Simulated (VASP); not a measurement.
A run of VASP 6.6.1 is set up as follows.

File INCAR:

```
  PREC = Accurate
  ENCUT = 520
  EDIFF = 1E-6
  ISMEAR = 0
  SIGMA = 0.1
  LREAL = False
  LASPH = True
  NELM = 150
  ALGO = Normal
  ISIF = 2
  LWAVE = False
  LCHARG = False
  ISPIN = 2
  MAGMOM = 0 0 0 0 1
  LORBIT = 11
  GGA = PE
  NBANDS = 40
```

File KPOINTS:

```
Automatic mesh
0
Gamma
  4 4 4
```

POSCAR

```
Cd3InO
1.0
    4.4894759700      0.0000000000      0.0000000000
    0.0000000000      4.6145095800      0.0000000000
    0.0000000000      0.0000000000      6.1641865400
Cd In O
3 1 1
Direct
    0.0000000000      0.0000000000      0.1875547700
    0.0000000000      0.0000000000      0.8124452300
    0.0000000000      0.5000000000      0.0000000000
    0.0000000000      0.5000000000      0.5000000000
    0.5000000000      0.0000000000      0.0000000000
```

Potentials or basis: VASP PAW PBE potentials, release 64 (Cd, In_d, O).

Run with:

```bash
$ cat potpaw_PBE.64/Cd/POTCAR potpaw_PBE.64/In_d/POTCAR potpaw_PBE.64/O/POTCAR > POTCAR
$ mpirun -np 1 vasp_std > vasp.out
```

What does it give for the pressure?

9.2 GPa.

Estimate the net moment.

0.00 μB per cell.

Stress tensor (GPa, compression positive):
```
-6.91  0.00  0.00
 0.00 17.05  0.00
 0.00  0.00 17.59
```

Caveat: the cell stands under pressure.
